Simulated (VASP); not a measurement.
**Ag: single point with PBE**

The system is Ag.

```
CELL_PARAMETERS angstrom
2.89547 0.00000 0.00000
-1.44773 2.50755 0.00000
0.00000 0.00000 4.73681
ATOMIC_POSITIONS crystal
Ag 0.33333 0.66667 0.25000
Ag 0.66667 0.33333 0.75000
```

This isn't the form of Ag at room conditions, which is fcc.

```json
{
  "Program": "VASP 6.6.1",
  "Task": "single point",
  "Functional": "PBE",
  "Potentials or basis": "VASP PAW PBE potentials, release 64 (Ag)",
  "Cutoff": "520 eV",
  "k mesh": "18 × 18 × 10",
  "Occupations": "gaussian, width 0.1 eV",
  "Spin": "no spin polarisation",
  "Dipole correction": "no",
  "Further INCAR settings": "ALGO = Fast; EDIFF = 1e-06; NBANDS = 18"
}
```

```
Pressure               : 3.9 GPa
Band gap on the k mesh : zero (bands 11 and 12 overlap by 7.50 eV)
```

Levels at points of the mesh, in eV from the Fermi level:
| k point | band 7 | band 8 | band 9 | band 10 | band 11 | band 12 | band 13 | band 14 | band 15 | band 16 |
| --- | --- | --- | --- | --- | --- | --- | --- | --- | --- | --- |
| (0.00, 0.00, 0.00) | -4.44 | -4.08 | -4.08 | -3.09 | -3.09 | -0.37 | 3.54 | 15.66 | 17.54 | 17.86 |
| (0.50, 0.00, 0.00) | -3.78 | -2.96 | -2.91 | -2.82 | 0.13 | 1.55 | 6.87 | 7.13 | 9.34 | 10.37 |
| (0.00, 0.00, 0.50) | -4.50 | -4.50 | -3.40 | -3.40 | -3.40 | -3.40 | 11.07 | 11.07 | 16.02 | 16.02 |
| (0.50, 0.00, 0.50) | -3.14 | -3.14 | -2.87 | -2.87 | 0.79 | 0.79 | 4.57 | 4.57 | 13.59 | 13.59 |

It took 55 s on 1 thread of AMD EPYC 9R45 96-Core Processor (Zen 5), with other jobs on the host, peak memory 0.21 GiB.

Caveat: the cell stands under pressure.
